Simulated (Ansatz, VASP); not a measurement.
# One calculation of Ga2O, two programs

INCAR

```
PREC = Accurate
ENCUT = 520
EDIFF = 1E-6
ISMEAR = 0
SIGMA = 0.1
LREAL = F
LASPH = T
NELM = 80
ALGO = Normal
ISIF = 2
LWAVE = F
LCHARG = F
GGA = PE
NBANDS = 23
```

File KPOINTS:

```
regular mesh
0
Gamma
  6 6 6
```

File POSCAR:

```
Ga2O
1.0
    4.5253734800      0.0000000000      0.0000000000
   -2.2626867400      3.9190883900      0.0000000000
    0.0000000000      0.0000000000      2.7685676800
Ga O
2 1
Direct
    0.0000000000      0.0000000000      0.5000000000
    0.3333333300      0.6666666700      0.0000000000
    0.6666666700      0.3333333300      0.5000000000
```

Input for Ansatz:

```yaml
crystal:
  lattice:
    - [4.52537348, 0.0, 0.0]
    - [-2.26268674, 3.91908839, 0.0]
    - [0.0, 0.0, 2.76856768]
  atoms:
    - { symbol: Ga, position: [0.0, 0.0, 0.5] }
    - { symbol: Ga, position: [0.33333333, 0.66666667, 0.0] }
    - { symbol: O, position: [0.66666667, 0.33333333, 0.5] }
basis:
  ecutwfc: 420
kpoints:
  mp_grid: { grid: [6, 6, 6] }
hamiltonian:
  xc: pbe
scf:
  occupations: { method: gaussian, width: 0.1 }
  lower_state_search: "off"
output:
  forces: true
  stress: true
  eigenvalues: true
```

Change from the starting cell: species swapped into the In2Bi type (P-6m2, No. 187).

Alike in both runs: task single point; functional PBE; k mesh 6 × 6 × 6; occupations gaussian, width 0.1 eV; no spin polarisation.

```csv
,VASP,Ansatz
version,VASP 6.6.1,Ansatz 0.2.0
potentials or method,"VASP PAW PBE potentials, release 64 (Ga_d, O), cutoff 520 eV","scalar-relativistic, plane waves, PAW"
valence electrons in the cell,32,32
```

|  | VASP | Ansatz | Ansatz less VASP |
| --- | --- | --- | --- |
| gap on the k mesh at the Fermi level (eV) | none | none | - |
| pressure (GPa) | -7.4 | -7.5 | -0.06 |
| traceless stress, the component that is largest in VASP (GPa) | 9.85 | 9.85 | -0.002 |

A gap of «none» marks a metal or a gap that the smearing closes. With one functional, cell and mesh, what is left measures potentials, basis and numerics.

The k mesh is coarse, so the values compare programs but aren't converged.
